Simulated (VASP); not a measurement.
# Bi2Te3 (R-3m) in VASP: notebook, part 2 of 3

VASP 6.6.1. Earlier steps stand in the parts before.

## 3. Electric field gradients, PBE (33.19 Å³/atom)

Input file INCAR:

```
SYSTEM = Bi2Te3
PREC     = Accurate       ! precision mode
ENCUT    = 520            ! plane-wave cutoff, eV
EDIFF    = 1E-8           ! SCF threshold, eV
ISMEAR   = -1             ! smearing method
SIGMA    = 0.08           ! smearing width, eV
LREAL    = .False.        ! projectors in reciprocal space
LASPH    = .True.         ! aspherical terms in the spheres
NELM     = 80             ! most SCF steps
ALGO     = Normal         ! electronic algorithm
ISIF     = 2              ! what is computed and relaxed
LWAVE    = .False.        ! write WAVECAR
LCHARG   = .False.        ! write CHGCAR
GGA      = PE             ! functional
LEFG     = .True.       
NBANDS   = 32             ! bands
```

Input file KPOINTS:

```
regular mesh
0
Gamma
  7 7 7
  0 0 0
```

Input file POSCAR:

```
Bi2Te3
1.0
    2.1782819904      1.2576316935     10.0974419711
   -2.1782819904      1.2576316935     10.0974419711
    0.0000000000     -2.5152633870     10.0974419711
Bi Te
2 3
Direct
    0.4000000000      0.4000000000      0.4000000000
    0.6000000000      0.6000000000      0.6000000000
    0.0000000000      0.0000000000      0.0000000000
    0.2095000000      0.2095000000      0.2095000000
    0.7905000000      0.7905000000      0.7905000000
```

Potentials or basis: VASP PAW PBE potentials, release 64 (Bi_d, Te).

The run is started by

```
$ cat potpaw_PBE.64/Bi_d/POTCAR potpaw_PBE.64/Te/POTCAR > POTCAR
$ mpirun -np 1 vasp_std > vasp.out
```

OUTCAR:

```text
SYSTEM = Bi2Te3
   PREC = Accurate
   ENCUT = 520
   EDIFF = 1E-8
   ISMEAR = -1
   LREAL = .False.
   LASPH = .True.
   NELM = 80
   ISIF = 2
   GGA = PE

 ion  position               nearest neighbor table
   1  0.400  0.400  0.400-   5 3.05   5 3.05   5 3.05   3 3.23   3 3.23   3 3.23
   2  0.600  0.600  0.600-   4 3.05   4 3.05   4 3.05   3 3.23   3 3.23   3 3.23
   3  0.000  0.000  0.000-   2 3.23   1 3.23   2 3.23   2 3.23   1 3.23   1 3.23
   4  0.209  0.209  0.209-   2 3.05   2 3.05   2 3.05   5 3.61   5 3.61   5 3.61
   5  0.791  0.791  0.791-   1 3.05   1 3.05   1 3.05   4 3.61   4 3.61   4 3.61

  LATTYP: Found a trigonal (rhomboedric) cell.
 ALAT       =    10.4060023191
 COS(alpha) =     0.9123624232

  Lattice vectors:

 A1 = (   2.1782819904,   1.2576316935,  10.0974419711)
 A2 = (  -2.1782819904,   1.2576316935,  10.0974419711)
 A3 = (   0.0000000000,  -2.5152633870,  10.0974419711)

Analysis of symmetry for initial positions (statically):
=====================================================================
 Subroutine PRICEL returns:
 Original cell was already a primitive cell.

 Routine SETGRP: Setting up the symmetry group for a
 trigonal (rhombohedral) supercell.

 Subroutine GETGRP returns: Found 12 space group operations
 (whereof 12 operations were pure point group operations)
 out of a pool of 12 trial point group operations.

The static configuration has the point symmetry D_3d.

Analysis of symmetry for dynamics (positions and initial velocities):
=====================================================================
 Subroutine PRICEL returns:
 Original cell was already a primitive cell.

 Routine SETGRP: Setting up the symmetry group for a
 trigonal (rhombohedral) supercell.

 Subroutine GETGRP returns: Found 12 space group operations
 (whereof 12 operations were pure point group operations)
 out of a pool of 12 trial point group operations.

The dynamic configuration has the point symmetry D_3d.

 Subroutine INISYM returns: Found 12 space group operations
 (whereof 12 operations are pure point group operations),
 and found     1 'primitive' translations

----------------------------------------------------------------------------------------

                                     Primitive cell

  volume of cell :     165.9702

  direct lattice vectors                    reciprocal lattice vectors
     2.178281990  1.257631694 10.097441971     0.229538693  0.132524226  0.033011661
    -2.178281990  1.257631694 10.097441971    -0.229538693  0.132524226  0.033011661
     0.000000000 -2.515263387 10.097441971     0.000000000 -0.265048452  0.033011661

  length of vectors
    10.406002319 10.406002319 10.406002319     0.267096334  0.267096334  0.267096334

  position of ions in fractional coordinates (direct lattice)
     0.400000000  0.400000000  0.400000000
     0.600000000  0.600000000  0.600000000
     0.000000000  0.000000000  0.000000000
     0.209500000  0.209500000  0.209500000
     0.790500000  0.790500000  0.790500000
[... 98 lines left out ...]
   IMIX   =      4    mixing-type and parameters
     AMIX     =   0.40;   BMIX     =  1.00
     AMIX_MAG =   1.60;   BMIX_MAG =  1.00
  volume/ion in A,a.u.               =      33.19       224.00
  Fermi-wavevector in a.u.,A,eV,Ry     =   1.082626  2.045867 15.947108  1.172079
  Thomas-Fermi vector in A             =   2.218672
   LORBIT       =      0    0 simple, 1 ext, 2 COOP (PROOUT), +10 PAW based schemes
   GGA     = PE    functional components
   LHFCALC =     F    Hartree Fock is set to
   AEXX    =    0.0000 exact exchange contribution
   IVDW    =     0    specifies the selected vdW correction
   LEPSILON=     F    determine dielectric tensor
   LRPA    =     F    only Hartree local field effects (RPA)
 non-spin polarized calculation
  energy-cutoff  :      520.00
  volume of cell :      165.97
 maximum number of plane-waves:      4490
 NGX is ok and might be reduce to    80
   NGX = 39   NGY = 39   NGZ = 39

 number of electron      48.0000006 magnetization

 Free energy of the ion-electron system (eV)
  ---------------------------------------------------
  ext. energy  EPLUGINS =         0.00000000
  ---------------------------------------------------
  free energy    TOTEN  =       -18.28343842 eV

  energy without entropy =      -18.28200437  energy(sigma->0) =      -18.28272140

 E-fermi :   6.6393     XC(G=0):  -9.4196

 val. band max:        6.5006715990   @ k =   0.0000   0.0000   0.0000
 cond. band min:       6.7684105852   @ k =   0.0000   0.0000   0.0000
 fundamental gap:      0.2677389862
 Fermi energy:         6.6392789843

 k-point     1 :       0.0000    0.0000    0.0000
  band No.  band energies     occupation
      1     -16.7581      2.00000
      2     -16.7581      2.00000
      3     -16.7564      2.00000
      4     -16.7564      2.00000
      5     -16.7481      2.00000
      6     -16.7466      2.00000
[... 829 lines left out ...]
     31      10.8510      0.00000
     32      10.9053      0.00000

 [... further k-points ...]

------------------------ aborting loop because EDIFF is reached ----------------------------------------

  FORCE on cell =-STRESS in cart. coord.  units (eV):
  Direction    XX          YY          ZZ          XY          YZ          ZX
  --------------------------------------------------------------------------------------
  -------------------------------------------------------------------------------------
  Total        3.2083735      3.2083735      3.0770436      0.0000000      0.0000000      0.0000000
  in kB       30.9717196     30.9717196     29.7039388      0.0000000      0.0000000      0.0000000
  external PRESSURE =      30.5491260 kB  Pullay stress =       0.0000000 kB

 VOLUME and BASIS-vectors are now :
 -----------------------------------------------------------------------------
  energy-cutoff  :      520.00
  volume of cell :      165.97
      direct lattice vectors                 reciprocal lattice vectors
     2.178281990  1.257631694 10.097441971     0.229538693  0.132524226  0.033011661
    -2.178281990  1.257631694 10.097441971    -0.229538693  0.132524226  0.033011661
     0.000000000 -2.515263387 10.097441971     0.000000000 -0.265048452  0.033011661

 POSITION                                       TOTAL-FORCE (eV/Angst)
 -----------------------------------------------------------------------------------
      0.00000      0.00000     12.11693         0.000000     -0.000000     -0.025700
      0.00000      0.00000     18.17540         0.000000     -0.000000      0.025700
      0.00000      0.00000      0.00000        -0.000000     -0.000000     -0.000000
      0.00000      0.00000      6.34624         0.000000     -0.000000     -0.100163
      0.00000      0.00000     23.94608         0.000000      0.000000      0.100163
 -----------------------------------------------------------------------------------
    total drift:                               -0.000000     -0.000000     -0.000000

  FREE ENERGIE OF THE ION-ELECTRON SYSTEM (eV)
  ---------------------------------------------------
  free  energy   TOTEN  =       -18.2834384171 eV

  energy  without entropy=      -18.2820043738  energy(sigma->0) =      -18.28272140

 Electric field gradients (V/A^2)
---------------------------------------------------------------------
 ion       V_xx      V_yy      V_zz      V_xy      V_xz      V_yz
---------------------------------------------------------------------
   1     -13.458   -13.458    26.916     0.000     0.000     0.000
   2     -13.458   -13.458    26.916     0.000     0.000     0.000
   3     -47.043   -47.043    94.087     0.000    -0.000     0.000
   4      -4.392    -4.392     8.785    -0.000     0.000     0.000
   5      -4.392    -4.392     8.785    -0.000    -0.000     0.000
---------------------------------------------------------------------

 Electric field gradients after diagonalization (V/A^2)
 (convention: |V_zz| > |V_xx| > |V_yy|)
----------------------------------------------------------------------
 ion       V_xx      V_yy      V_zz     asymmetry (V_yy - V_xx)/ V_zz
----------------------------------------------------------------------
   1     -13.458   -13.458    26.916       0.000
   2     -13.458   -13.458    26.916       0.000
   3     -47.043   -47.043    94.087       0.000
   4      -4.392    -4.392     8.785       0.000
   5      -4.392    -4.392     8.785       0.000
----------------------------------------------------------------------

           NMR quadrupolar parameters

 Cq : quadrupolar parameter    Cq=e*Q*V_zz/h
 eta: asymmetry parameters     (V_yy - V_xx)/ V_zz
 Q  : nuclear electric quadrupole moment in mb (millibarn)
----------------------------------------------------------------------
 ion       Cq(MHz)       eta       Q (mb)
----------------------------------------------------------------------
   1       0.065       0.000       1.000
   2       0.065       0.000       1.000
   3       0.228       0.000       1.000
   4       0.021       0.000       1.000
   5       0.021       0.000       1.000
----------------------------------------------------------------------
```

It took 28 min on 1 thread of Oxide Virtual Turin-like, shared host; peak memory 0.97 GiB.

What came out:

| Item | Value |
| --- | --- |
| Free energy | -18.2834 eV |
| Pressure | 3.1 GPa |
| Largest force | 0.100 eV/Å |
| Band gap on the k mesh | 0.27 eV |
| Largest electric field gradient by atom | Bi +26.9; Te +94.1, +8.8 (each value once) V/Å² |

Forces on the atoms (eV/Å):
```
Bi   0.000  0.000 -0.026
Bi   0.000  0.000  0.026
Te   0.000  0.000  0.000
Te   0.000  0.000 -0.100
Te   0.000  0.000  0.100
```

Electric field gradients, principal values (V/Å²):
```tsv
atom	least	middle	greatest (by size)
1 Bi	-13.458	-13.458	26.916
2 Bi	-13.458	-13.458	26.916
3 Te	-47.043	-47.043	94.087
4 Te	-4.392	-4.392	8.785
5 Te	-4.392	-4.392	8.785
```

Caveat: the cell stands under pressure; without QUAD_EFG the Cq values of the log hold for a quadrupole moment of 1 mb, not for the nuclei; spin-orbit coupling is left out, which moves the levels of the heavy elements; an odd mesh through Γ misses points on the zone boundary, where band edges can lie.

## 4. Electric field gradients, PBE (34.21 Å³/atom)

This run uses another cell than the first one, of 34.21 Å³/atom.

Input file INCAR:

```
PREC     = Accurate       # precision mode
ENCUT    = 520            # plane-wave cutoff, eV
EDIFF    = 1E-8           # SCF threshold, eV
ISMEAR   = -1             # smearing method
SIGMA    = 0.08           # smearing width, eV
LREAL    = False          # projectors in reciprocal space
LASPH    = True           # aspherical terms in the spheres
NELM     = 60             # most SCF steps
ALGO     = Normal         # electronic algorithm
ISIF     = 2              # what is computed and relaxed
LWAVE    = False          # write WAVECAR
LCHARG   = False          # write CHGCAR
GGA      = PE             # functional
LEFG     = True         
NBANDS   = 32             # bands
```

Input file KPOINTS:

```
Automatic mesh
0
Gamma
  7 7 7
```

POSCAR: that of step 3 with these lines changed.

```diff
@@ -2,5 +2,5 @@
 1.0
-    2.1782819904      1.2576316935     10.0974419711
-   -2.1782819904      1.2576316935     10.0974419711
-    0.0000000000     -2.5152633870     10.0974419711
+    2.2002863281      1.2703359038     10.1994432381
+   -2.2002863281      1.2703359038     10.1994432381
+    0.0000000000     -2.5406718076     10.1994432381
 Bi Te
```

Potentials or basis: VASP PAW PBE potentials, release 64 (Bi_d, Te).

The run is started by

```
$ cat potpaw_PBE.64/Bi_d/POTCAR potpaw_PBE.64/Te/POTCAR > POTCAR
$ mpirun -np 1 vasp_std > vasp.out
```

OUTCAR:

```text
PREC = Accurate
   ENCUT = 520
   EDIFF = 1E-8
   ISMEAR = -1
   LREAL = False
   LASPH = True
   NELM = 60
   ISIF = 2
   GGA = PE

 ion  position               nearest neighbor table
   1  0.400  0.400  0.400-   5 3.08   5 3.08   5 3.08   3 3.26   3 3.26   3 3.26
   2  0.600  0.600  0.600-   4 3.08   4 3.08   4 3.08   3 3.26   3 3.26   3 3.26
   3  0.000  0.000  0.000-   2 3.26   1 3.26   2 3.26   2 3.26   1 3.26   1 3.26
   4  0.209  0.209  0.209-   2 3.08   2 3.08   2 3.08   5 3.65   5 3.65   5 3.65
   5  0.791  0.791  0.791-   1 3.08   1 3.08   1 3.08   4 3.65   4 3.65   4 3.65

  LATTYP: Found a trigonal (rhomboedric) cell.
 ALAT       =    10.5111205683
 COS(alpha) =     0.9123624232

  Lattice vectors:

 A1 = (   2.2002863281,   1.2703359038,  10.1994432381)
 A2 = (  -2.2002863281,   1.2703359038,  10.1994432381)
 A3 = (   0.0000000000,  -2.5406718076,  10.1994432381)

Analysis of symmetry for initial positions (statically):
=====================================================================
 Subroutine PRICEL returns:
 Original cell was already a primitive cell.

 Routine SETGRP: Setting up the symmetry group for a
 trigonal (rhombohedral) supercell.

 Subroutine GETGRP returns: Found 12 space group operations
 (whereof 12 operations were pure point group operations)
 out of a pool of 12 trial point group operations.

The static configuration has the point symmetry D_3d.

Analysis of symmetry for dynamics (positions and initial velocities):
=====================================================================
 Subroutine PRICEL returns:
 Original cell was already a primitive cell.

[... 1015 lines left out ...]
  -------------------------------------------------------------------------------------
  Total        1.5185862      1.5185862      1.2721014      0.0000000      0.0000000      0.0000000
  in kB       14.2240917     14.2240917     11.9153506      0.0000000      0.0000000      0.0000000
  external PRESSURE =      13.4545113 kB  Pullay stress =       0.0000000 kB

 VOLUME and BASIS-vectors are now :
 -----------------------------------------------------------------------------
  energy-cutoff  :      520.00
  volume of cell :      171.05
      direct lattice vectors                 reciprocal lattice vectors
     2.200286328  1.270335904 10.199443238     0.227243152  0.131198895  0.032681522
    -2.200286328  1.270335904 10.199443238    -0.227243152  0.131198895  0.032681522
     0.000000000 -2.540671808 10.199443238     0.000000000 -0.262397790  0.032681522

 POSITION                                       TOTAL-FORCE (eV/Angst)
 -----------------------------------------------------------------------------------
      0.00000      0.00000     12.23933         0.000000     -0.000000      0.051770
      0.00000      0.00000     18.35900         0.000000      0.000000     -0.051770
      0.00000      0.00000      0.00000        -0.000000      0.000000     -0.000000
      0.00000      0.00000      6.41035         0.000000      0.000000      0.090799
      0.00000      0.00000     24.18798         0.000000     -0.000000     -0.090799
 -----------------------------------------------------------------------------------
    total drift:                               -0.000000     -0.000000     -0.000000

  FREE ENERGIE OF THE ION-ELECTRON SYSTEM (eV)
  ---------------------------------------------------
  free  energy   TOTEN  =       -18.3534267865 eV

  energy  without entropy=      -18.3520263015  energy(sigma->0) =      -18.35272654

 Electric field gradients (V/A^2)
---------------------------------------------------------------------
 ion       V_xx      V_yy      V_zz      V_xy      V_xz      V_yz
---------------------------------------------------------------------
   1     -13.173   -13.173    26.346     0.000     0.000     0.000
   2     -13.173   -13.173    26.346     0.000     0.000     0.000
   3     -47.044   -47.044    94.089     0.000    -0.000     0.000
   4      -4.870    -4.870     9.740    -0.000    -0.000     0.000
   5      -4.870    -4.870     9.740    -0.000    -0.000     0.000
---------------------------------------------------------------------

 Electric field gradients after diagonalization (V/A^2)
 (convention: |V_zz| > |V_xx| > |V_yy|)
----------------------------------------------------------------------
 ion       V_xx      V_yy      V_zz     asymmetry (V_yy - V_xx)/ V_zz
----------------------------------------------------------------------
   1     -13.173   -13.173    26.346       0.000
   2     -13.173   -13.173    26.346       0.000
   3     -47.044   -47.044    94.089       0.000
   4      -4.870    -4.870     9.740       0.000
   5      -4.870    -4.870     9.740       0.000
----------------------------------------------------------------------

           NMR quadrupolar parameters

 Cq : quadrupolar parameter    Cq=e*Q*V_zz/h
 eta: asymmetry parameters     (V_yy - V_xx)/ V_zz
 Q  : nuclear electric quadrupole moment in mb (millibarn)
----------------------------------------------------------------------
 ion       Cq(MHz)       eta       Q (mb)
----------------------------------------------------------------------
   1       0.064       0.000       1.000
   2       0.064       0.000       1.000
   3       0.228       0.000       1.000
   4       0.024       0.000       1.000
   5       0.024       0.000       1.000
----------------------------------------------------------------------
```

Wall time 44 min (1 thread of Oxide Virtual Turin-like, shared host); peak memory 0.97 GiB.

What came out:

```
Free energy                             : -18.3534 eV
Pressure                                : 1.3 GPa
Largest force                           : 0.091 eV/Å
Band gap on the k mesh                  : 0.29 eV
Largest electric field gradient by atom : Bi +26.3; Te +94.1, +9.7 (each value once) V/Å²
```

Forces in eV/Å, atoms in the order of the input:
```
Bi   0.000  0.000  0.052
Bi   0.000  0.000 -0.052
Te   0.000  0.000  0.000
Te   0.000  0.000  0.091
Te   0.000  0.000 -0.091
```

Stress tensor (GPa, compression positive):
```
1.42 0.00 0.00
0.00 1.42 0.00
0.00 0.00 1.19
```

Electric field gradients, principal values (V/Å²):
```tsv
atom	least	middle	greatest (by size)
1 Bi	-13.173	-13.173	26.346
2 Bi	-13.173	-13.173	26.346
3 Te	-47.044	-47.044	94.089
4 Te	-4.870	-4.870	9.740
5 Te	-4.870	-4.870	9.740
```

Caveat: without QUAD_EFG the Cq values of the log hold for a quadrupole moment of 1 mb, not for the nuclei; spin-orbit coupling is left out, which moves the levels of the heavy elements; an odd mesh through Γ misses points on the zone boundary, where band edges can lie.

[end of part 2 of 3]
